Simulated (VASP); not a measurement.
# BaTa2Cu (P-6m2) in VASP: a series of runs

The runs below take BaTa2Cu through single point, with PBE.

All numbers are computed with VASP 6.6.1; they aren't measurements. Logs are shortened: lines on timing, memory, paths and dates and some standing lists are left out, and cuts for length are marked.

## 1. The cell of the first run

It takes space group P-6m2 (No. 187, hexagonal). The conventional cell has a = 2.992 Å, b = 2.992 Å, c = 10.828 Å, α = 90.00°, β = 90.00°, γ = 120.00°. Ba (site symmetry -6m2) has 6 Ba at 2.99 Å and 6 Ta at 3.64 Å within 3.9 Å. Ta (site symmetry 3m) has 3 Cu at 2.80 Å and 6 Ta at 2.99 Å and 3 Ba at 3.64 Å within 3.7 Å. Cu (site symmetry -6m2) has 6 Ta at 2.80 Å and 6 Cu at 2.99 Å within 3.7 Å.

The cell was generated, and may not be a known phase.

## 2. Single point, PBE

The input, INCAR:

```
SYSTEM = BaTa2Cu
PREC = Accurate
ENCUT = 520
EDIFF = 1E-7
ISMEAR = 0
SIGMA = 0.1
LREAL = .FALSE.
LASPH = .TRUE.
NELM = 80
ALGO = Normal
ISIF = 2
LWAVE = .FALSE.
LCHARG = .FALSE.
GGA = PE
NBANDS = 30
```

The input, KPOINTS:

```
Automatic mesh
0
G
  6 6 2
  0 0 0
```

The input, POSCAR:

```
BaTa2Cu
1.0
    2.9923956659     -0.0000000025      0.0000000000
   -1.4961978308      2.5914906661      0.0000000000
    0.0000000000      0.0000000000     10.8278359743
Ba Ta Cu
1 2 1
Direct
    0.3333333333      0.6666666667      0.0000000000
    0.0000000000      0.0000000000      0.7038883409
    0.0000000000      0.0000000000      0.2961116591
    0.3333333333      0.6666666667      0.5000000000
```

Potentials or basis: VASP PAW PBE potentials, release 64 (Ba_sv, Ta_pv, Cu).

Launch:

```bash
$ cat potpaw_PBE.64/Ba_sv/POTCAR potpaw_PBE.64/Ta_pv/POTCAR potpaw_PBE.64/Cu/POTCAR > POTCAR
$ mpirun -np 1 vasp_std > vasp.out
```

OUTCAR:

```text
SYSTEM = BaTa2Cu
   PREC = Accurate
   ENCUT = 520
   EDIFF = 1E-7
   ISMEAR = 0
   LREAL = .FALSE.
   LASPH = .TRUE.
   NELM = 80
   ISIF = 2
   GGA = PE

 ion  position               nearest neighbor table
   1  0.333  0.667  0.000-   2 3.64   3 3.64   2 3.64   3 3.64   2 3.64   3 3.64
   2  0.000  0.000  0.704-   4 2.80   4 2.80   4 2.80   1 3.64   1 3.64   1 3.64
   3  0.000  0.000  0.296-   4 2.80   4 2.80   4 2.80   1 3.64   1 3.64   1 3.64
   4  0.333  0.667  0.500-   2 2.80   3 2.80   2 2.80   3 2.80   2 2.80   3 2.80

  LATTYP: Found a hexagonal cell.
 ALAT       =     2.9923956659
 C/A-ratio  =     3.6184506273

  Lattice vectors:

 A1 = (   2.9923956659,  -0.0000000025,   0.0000000000)
 A2 = (  -1.4961978308,   2.5914906661,   0.0000000000)
 A3 = (   0.0000000000,   0.0000000000,  10.8278359743)

Analysis of symmetry for initial positions (statically):
=====================================================================
 Subroutine PRICEL returns:
 Original cell was already a primitive cell.

 Routine SETGRP: Setting up the symmetry group for a
 hexagonal supercell.

 Subroutine GETGRP returns: Found 12 space group operations
 (whereof 12 operations were pure point group operations)
 out of a pool of 24 trial point group operations.

The static configuration has the point symmetry D_3h.

Analysis of symmetry for dynamics (positions and initial velocities):
=====================================================================
 Subroutine PRICEL returns:
 Original cell was already a primitive cell.

 Routine SETGRP: Setting up the symmetry group for a
 hexagonal supercell.

 Subroutine GETGRP returns: Found 12 space group operations
 (whereof 12 operations were pure point group operations)
 out of a pool of 24 trial point group operations.

The dynamic configuration has the point symmetry D_3h.

 Subroutine INISYM returns: Found 12 space group operations
 (whereof 12 operations are pure point group operations),
 and found     1 'primitive' translations

----------------------------------------------------------------------------------------

                                     Primitive cell

  volume of cell :      83.9673

  direct lattice vectors                    reciprocal lattice vectors
     2.992395666 -0.000000003  0.000000000     0.334180407  0.192939147  0.000000000
    -1.496197831  2.591490666  0.000000000     0.000000000  0.385878295  0.000000000
     0.000000000  0.000000000 10.827835974     0.000000000  0.000000000  0.092354557

  length of vectors
     2.992395666  2.992395666 10.827835974     0.385878295  0.385878295  0.092354557

  position of ions in fractional coordinates (direct lattice)
     0.333333333  0.666666667  0.000000000
     0.000000000  0.000000000  0.703888341
     0.000000000  0.000000000  0.296111659
     0.333333333  0.666666667  0.500000000

  ion indices of the primitive-cell ions
   primitive index   ion index
                 1           1
                 2           2
                 3           3
                 4           4

----------------------------------------------------------------------------------------

 KPOINTS: Automatic mesh

Automatic generation of k-mesh.
 Grid dimensions read from file:
 generate k-points for:    6    6    2

 Generating k-lattice:

  Cartesian coordinates                     Fractional coordinates (reciprocal lattice)
     0.055696734  0.032156525  0.000000000     0.166666667  0.000000000  0.000000000
     0.000000000  0.064313049  0.000000000     0.000000000  0.166666667  0.000000000
     0.000000000  0.000000000  0.046177279     0.000000000  0.000000000  0.500000000

  Length of vectors
     0.064313049  0.064313049  0.046177279

  Shift w.r.t. Gamma in fractional coordinates (k-lattice)
     0.000000000  0.000000000  0.000000000

 Subroutine IBZKPT returns following result:
 ===========================================

 Found     14 irreducible k-points:

 Following reciprocal coordinates:
            Coordinates               Weight
  0.000000  0.000000  0.000000      1.000000
  0.166667 -0.000000  0.000000      6.000000
  0.333333 -0.000000  0.000000      6.000000
  0.500000 -0.000000  0.000000      3.000000
  0.166667  0.166667  0.000000      6.000000
  0.333333  0.166667  0.000000     12.000000
  0.333333  0.333333  0.000000      2.000000
  0.000000  0.000000  0.500000      1.000000
  0.166667 -0.000000  0.500000      6.000000
  0.333333 -0.000000  0.500000      6.000000
  0.500000 -0.000000  0.500000      3.000000
  0.166667  0.166667  0.500000      6.000000
  0.333333  0.166667  0.500000     12.000000
  0.333333  0.333333  0.500000      2.000000
   k-points           NKPTS =     14   k-points in BZ     NKDIM =     14   number of bands    NBANDS=     30
   number of dos      NEDOS =    301   number of ions     NIONS =      4
   total plane-waves  NPLWV =  48384
   dimension x,y,z NGX =    24 NGY =   24 NGZ =   84
   dimension x,y,z NGXF=    48 NGYF=   48 NGZF=  168
   ions per type =               1   2   1
   NGX,Y,Z   is equivalent  to a cutoff of  13.33, 13.33, 12.90 a.u.
   NGXF,Y,Z  is equivalent  to a cutoff of  26.67, 26.67, 25.79 a.u.
 SYSTEM =  BaTa2Cu
   PREC   = accura    normal or accurate (medium, high low for compatibility)
   ISTART =      0    job   : 0-new  1-cont  2-samecut
   ICHARG =      2    charge: 1-file 2-atom 10-const
   ISPIN  =      1    spin polarized calculation?
   LNONCOLLINEAR =      F non collinear calculations
   LSORBIT =      F    spin-orbit coupling
   LASPH  =      T    aspherical Exc in radial PAW
   ENCUT  =  520.0 eV  38.22 Ry    6.18 a.u.   5.56  5.56 20.13*2*pi/ulx,y,z
   NELM   =     80;   NELMIN=  2; NELMDL= -5     # of ELM steps
   EDIFF  = 0.1E-06   stopping-criterion for ELM
   LREAL  =      F    real-space projection
   EDIFFG = 0.1E-05   stopping-criterion for IOM
   NSW    =      0    number of steps for IOM
   IBRION =     -1    ionic relax: 0-MD 1-quasi-New 2-CG
   NFREE  =      0    steps in history (QN), initial steepest desc. (CG)
   ISIF   =      2    stress and relaxation
   ISYM   =      2    0-nonsym 1-usesym 2-fastsym
   POTIM  = 0.5000    time-step for ionic-motion
   TEBEG  =    0.0;   TEEND  =   0.0 temperature during run
   PSTRESS=    0.0 pullay stress
   NELECT =      43.0000    total number of electrons
   NUPDOWN=      -1.0000    fix difference up-down
   EMIN   =  10.00;   EMAX   =-10.00  energy-range for DOS
   EFERMI =   0.00;   METHOD = LEGACY
   ISMEAR =     0;   SIGMA  =   0.10  broadening in eV -4-tet -1-fermi 0-gaus
   EFERMI_NEDOS =   21; number of points for ismear=-14 and -15
   IALGO  =     38    algorithm
   IMIX   =      4    mixing-type and parameters
     AMIX     =   0.40;   BMIX     =  1.00
     AMIX_MAG =   1.60;   BMIX_MAG =  1.00
  volume/ion in A,a.u.               =      20.99       141.66
  Fermi-wavevector in a.u.,A,eV,Ry     =   1.309767  2.475102 23.340670  1.715491
  Thomas-Fermi vector in A             =   2.440344
   LORBIT       =      0    0 simple, 1 ext, 2 COOP (PROOUT), +10 PAW based schemes
   GGA     = PE    functional components
   LHFCALC =     F    Hartree Fock is set to
   AEXX    =    0.0000 exact exchange contribution
   IVDW    =     0    specifies the selected vdW correction
   LEPSILON=     F    determine dielectric tensor
   LRPA    =     F    only Hartree local field effects (RPA)
 non-spin polarized calculation
 Gauss-broadening in eV      SIGMA  =   0.10
  energy-cutoff  :      520.00
  volume of cell :       83.97
 maximum number of plane-waves:      2296
 NGX is ok and might be reduce to    24

 number of electron      42.9999989 magnetization

 Free energy of the ion-electron system (eV)
  ---------------------------------------------------
  ext. energy  EPLUGINS =         0.00000000
  ---------------------------------------------------
  free energy    TOTEN  =       -25.31282124 eV

  energy without entropy =      -25.29388488  energy(sigma->0) =      -25.30335306

 E-fermi :   5.1197     XC(G=0): -11.3756

 val. band max:        5.0556407068   @ k =   0.1667  -0.0000   0.5000
 cond. band min:       5.1479344439   @ k =   0.1667   0.1667   0.0000
 fundamental gap:      0.0922937371
 Fermi energy:         5.1197459665

 k-point     1 :       0.0000    0.0000    0.0000
  band No.  band energies     occupation
      1     -29.4829      2.00000
      2     -29.4766      2.00000
      3     -28.8839      2.00000
      4     -28.8839      2.00000
      5     -28.8838      2.00000
      6     -28.8838      2.00000
[... 22 lines left out ...]
     29       8.6691      0.00000
     30       8.6691      0.00000

 k-point     2 :       0.1667   -0.0000    0.0000
  band No.  band energies     occupation
      1     -29.4555      2.00000
      2     -29.4501      2.00000
      3     -29.0747      2.00000
      4     -29.0743      2.00000
      5     -28.9280      2.00000
      6     -28.9280      2.00000
[... 22 lines left out ...]
     29       8.4019      0.00000
     30       8.9708      0.00000

 k-point     3 :       0.3333   -0.0000    0.0000
  band No.  band energies     occupation
      1     -29.4407      2.00000
      2     -29.4399      2.00000
      3     -29.4003      2.00000
      4     -29.3967      2.00000
      5     -29.0152      2.00000
      6     -29.0152      2.00000
[... 22 lines left out ...]
     29       9.0604      0.00000
     30       9.1300      0.00000

 k-point     4 :       0.5000   -0.0000    0.0000
  band No.  band energies     occupation
      1     -29.6166      2.00000
      2     -29.6156      2.00000
      3     -29.3726      2.00000
      4     -29.3698      2.00000
      5     -29.0583      2.00000
      6     -29.0582      2.00000
[... 286 lines left out ...]
     29       8.7247      0.00000
     30       8.8731      0.00000

 k-point    13 :       0.3333    0.1667    0.5000
  band No.  band energies     occupation
      1     -29.5254      2.00000
      2     -29.5246      2.00000
      3     -29.3725      2.00000
      4     -29.3699      2.00000
      5     -29.1566      2.00000
      6     -29.1565      2.00000
[... 22 lines left out ...]
     29      10.4954      0.00000
     30      10.6489      0.00000

 k-point    14 :       0.3333    0.3333    0.5000
  band No.  band energies     occupation
      1     -29.4006      2.00000
      2     -29.3996      2.00000
      3     -29.3977      2.00000
      4     -29.3977      2.00000
      5     -29.3587      2.00000
      6     -29.3564      2.00000
[... 22 lines left out ...]
     29      10.5314      0.00000
     30      10.5452      0.00000

------------------------ aborting loop because EDIFF is reached ----------------------------------------

  FORCE on cell =-STRESS in cart. coord.  units (eV):
  Direction    XX          YY          ZZ          XY          YZ          ZX
  --------------------------------------------------------------------------------------
  -------------------------------------------------------------------------------------
  Total        1.1575551      1.1575551      0.7261672     -0.0000000     -0.0000000     -0.0000000
  in kB       22.0872646     22.0872646     13.8559683     -0.0000000     -0.0000000     -0.0000000
  external PRESSURE =      19.3434991 kB  Pullay stress =       0.0000000 kB

 VOLUME and BASIS-vectors are now :
 -----------------------------------------------------------------------------
  energy-cutoff  :      520.00
  volume of cell :       83.97
      direct lattice vectors                 reciprocal lattice vectors
     2.992395666 -0.000000003  0.000000000     0.334180407  0.192939147  0.000000000
    -1.496197831  2.591490666  0.000000000     0.000000000  0.385878295  0.000000000
     0.000000000  0.000000000 10.827835974     0.000000000  0.000000000  0.092354557

 POSITION                                       TOTAL-FORCE (eV/Angst)
 -----------------------------------------------------------------------------------
      0.00000      1.72766      0.00000        -0.000000     -0.000000      0.000000
      0.00000      0.00000      7.62159        -0.000000      0.000000     -0.054863
      0.00000      0.00000      3.20625        -0.000000      0.000000      0.054863
      0.00000      1.72766      5.41392         0.000000     -0.000000      0.000000
 -----------------------------------------------------------------------------------
    total drift:                                0.000000     -0.000000     -0.000000

  FREE ENERGIE OF THE ION-ELECTRON SYSTEM (eV)
  ---------------------------------------------------
  free  energy   TOTEN  =       -25.3128212403 eV

  energy  without entropy=      -25.2938848810  energy(sigma->0) =      -25.30335306
```

Wall time 2.2 min (1 thread of Oxide Virtual Turin-like, shared host); peak memory 0.19 GiB.

Results:

```yaml
Free_energy: -25.3128 eV
Pressure: 1.9 GPa
Largest_force: 0.055 eV/Å
Band_gap_on_the_k_mesh: zero (an odd number of electrons rules out a gap without spin polarisation)
```

Forces in eV/Å, atoms in the order of the input:
```
Ba   0.000  0.000  0.000
Ta   0.000  0.000 -0.055
Ta   0.000  0.000  0.055
Cu   0.000  0.000  0.000
```

Stress tensor (GPa, compression positive):
```
2.21 0.00 0.00
0.00 2.21 0.00
0.00 0.00 1.39
```

Caveat: the k points lie up to 0.40 Å⁻¹ apart, too coarse for converged energies and pressures of a metal; spin-orbit coupling is left out, which moves the levels of the heavy elements.

## 3. Single point, PBE

This run uses another cell than the first one, of 28.00 Å³/atom.

The input, INCAR:

```
PREC = Accurate
ENCUT = 520
EDIFF = 1E-6
ISMEAR = 0
SIGMA = 0.1
LREAL = False
LASPH = True
NELM = 100
ALGO = Fast
ISIF = 2
LWAVE = False
LCHARG = False
GGA = PE
NBANDS = 30
```

The input, KPOINTS:

```
regular mesh
0
Gamma
  6 6 2
```

The input, POSCAR:

```
BaTa2Cu
1.0
    3.5012198500      0.0000000000      0.0000000000
   -1.7506099200      3.0321453300      0.0000000000
    0.0000000000      0.0000000000     10.5504863900
Ba Ta Cu
1 2 1
Direct
    0.3333333300      0.6666666700      0.0000000000
    0.0000000000      0.0000000000      0.7007092000
    0.0000000000      0.0000000000      0.2992908000
    0.3333333300      0.6666666700      0.5000000000
```

Potentials or basis: VASP PAW PBE potentials, release 64 (Ba_sv, Ta_pv, Cu).

Launch:

```bash
$ cat potpaw_PBE.64/Ba_sv/POTCAR potpaw_PBE.64/Ta_pv/POTCAR potpaw_PBE.64/Cu/POTCAR > POTCAR
$ mpirun -np 1 vasp_std > vasp.out
```

Wall time 2.6 min (1 thread of Oxide Virtual Turin-like, shared host); peak memory 0.23 GiB.

Results (log left out):

```yaml
Free_energy: -23.5130 eV
Pressure: -14.3 GPa
Largest_force: 0.845 eV/Å
Band_gap_on_the_k_mesh: zero (an odd number of electrons rules out a gap without spin polarisation)
```

Forces in eV/Å, atoms in the order of the input:
```
Ba   0.000  0.000  0.000
Ta   0.000  0.000 -0.845
Ta   0.000  0.000  0.845
Cu   0.000  0.000  0.000
```

Stress tensor (GPa, compression positive):
```
-15.63   0.00   0.00
  0.00 -15.63   0.00
  0.00   0.00 -11.58
```

Levels at points of the mesh, in eV from the Fermi level:
| k point | band 18 | band 19 | band 20 | band 21 | band 22 | band 23 | band 24 | band 25 | band 26 | band 27 |
| --- | --- | --- | --- | --- | --- | --- | --- | --- | --- | --- |
| (0.00, 0.00, 0.00) | -2.05 | -1.09 | 0.23 | 0.43 | 0.43 | 0.59 | 0.65 | 0.65 | 1.77 | 1.86 |
| (0.50, 0.00, 0.00) | -1.64 | -1.02 | -0.99 | -0.35 | -0.13 | 0.32 | 0.81 | 0.97 | 1.40 | 2.23 |
| (0.00, 0.00, 0.50) | -1.50 | -1.35 | 0.38 | 0.42 | 0.42 | 0.59 | 0.67 | 0.67 | 1.53 | 1.76 |
| (0.50, 0.00, 0.50) | -1.63 | -1.26 | -0.85 | -0.57 | -0.13 | 0.74 | 0.84 | 1.00 | 1.14 | 1.60 |

Caveat: the cell stands under tension; spin-orbit coupling is left out, which moves the levels of the heavy elements.

## 4. Single point, PBE

This run uses another cell than the first one, of the same volume but with other edges.

The input, INCAR:

```
SYSTEM = BaTa2Cu
PREC     = Accurate       ! precision mode
ENCUT    = 520            ! plane-wave cutoff, eV
EDIFF    = 1E-6           ! SCF threshold, eV
ISMEAR   = 0              ! smearing method
SIGMA    = 0.1            ! smearing width, eV
LREAL    = .False.        ! projectors in reciprocal space
LASPH    = .True.         ! aspherical terms in the spheres
NELM     = 80             ! most SCF steps
ALGO     = Fast           ! electronic algorithm
ISIF     = 2              ! what is computed and relaxed
LWAVE    = .False.        ! write WAVECAR
LCHARG   = .False.        ! write CHGCAR
GGA      = PE             ! functional
NBANDS   = 30             ! bands
```

The input, KPOINTS:

```
regular mesh
0
Gamma
  18 18 6
  0 0 0
```

The input, POSCAR:

```
BaTa2Cu
1.0
    3.0309286737      0.0000000000      0.0000000000
   -1.5154643369      2.6248612285      0.0000000000
    0.0000000000      0.0000000000     10.5444400339
Ba Ta Cu
1 2 1
Direct
    0.3333333333      0.6666666667      0.0000000000
    0.0000000000      0.0000000000      0.7021769522
    0.0000000000      0.0000000000      0.2978230478
    0.3333333333      0.6666666667      0.5000000000
```

Launch:

```bash
$ cat potpaw_PBE.64/Ba_sv/POTCAR potpaw_PBE.64/Ta_pv/POTCAR potpaw_PBE.64/Cu/POTCAR > POTCAR
$ mpirun -np 1 vasp_std > vasp.out
```

Run time: 25 min. Hardware: 1 thread of Oxide Virtual Turin-like, shared host; peak memory 0.46 GiB.

It converged, with:

```yaml
Free_energy: -25.2984 eV
Pressure: 1.7 GPa
Largest_force: 0.079 eV/Å
Band_gap_on_the_k_mesh: zero (an odd number of electrons rules out a gap without spin polarisation)
```

Forces on the atoms (eV/Å):
```
Ba   0.000  0.000  0.000
Ta   0.000  0.000 -0.079
Ta   0.000  0.000  0.079
Cu   0.000  0.000  0.000
```

Stress tensor (GPa, compression positive):
```
1.88 0.00 0.00
0.00 1.88 0.00
0.00 0.00 1.31
```

Levels at points of the mesh, in eV from the Fermi level:
| k point | band 18 | band 19 | band 20 | band 21 | band 22 | band 23 | band 24 | band 25 | band 26 | band 27 |
| --- | --- | --- | --- | --- | --- | --- | --- | --- | --- | --- |
| (0.00, 0.00, 0.00) | -2.59 | -1.38 | -0.08 | 0.76 | 0.76 | 0.94 | 0.94 | 0.96 | 1.43 | 3.03 |
| (0.50, 0.00, 0.00) | -1.88 | -1.88 | -1.40 | -0.71 | -0.59 | 0.34 | 1.44 | 1.95 | 2.43 | 2.67 |
| (0.00, 0.00, 0.50) | -2.24 | -1.54 | 0.49 | 0.55 | 0.76 | 0.76 | 0.95 | 0.95 | 1.03 | 3.20 |
| (0.50, 0.00, 0.50) | -2.04 | -1.67 | -1.41 | -1.39 | -0.20 | 0.95 | 1.22 | 1.55 | 1.83 | 2.61 |

Caveat: spin-orbit coupling is left out, which moves the levels of the heavy elements.

## 5. Overview

| cell | k mesh | gap on the mesh (eV) | pressure (GPa) | largest force (eV/Å) |
| --- | --- | --- | --- | --- |
| a = 2.992, b = 2.992, c = 10.828 Å, angles 90.0, 90.0, 120.0°, 4 atoms, atomic positions A | 6 × 6 × 2 | none | 1.9 | 0.05 |
| a = 3.501, b = 3.501, c = 10.550 Å, angles 90.0, 90.0, 120.0°, 4 atoms, atomic positions B | 6 × 6 × 2 | none | -14.3 | 0.84 |
| a = 3.031, b = 3.031, c = 10.544 Å, angles 90.0, 90.0, 120.0°, 4 atoms, atomic positions C | 18 × 18 × 6 | none | 1.7 | 0.08 |

Alike in all rows: task single point; level PBE; potentials or basis VASP PAW PBE potentials, release 64 (Ba_sv, Ta_pv, Cu); no spin polarisation; cutoff (eV) 520; smearing gaussian 0.1 eV.

Caveats: some runs use coarse meshes; spin-orbit coupling is left out, which moves the levels of the heavy elements; the cell stands under tension (at least some runs).

Absolute energies hang on the potentials; compare differences alone.

The gap in the log of VASP goes by the Fermi energy; the results here count the filled bands.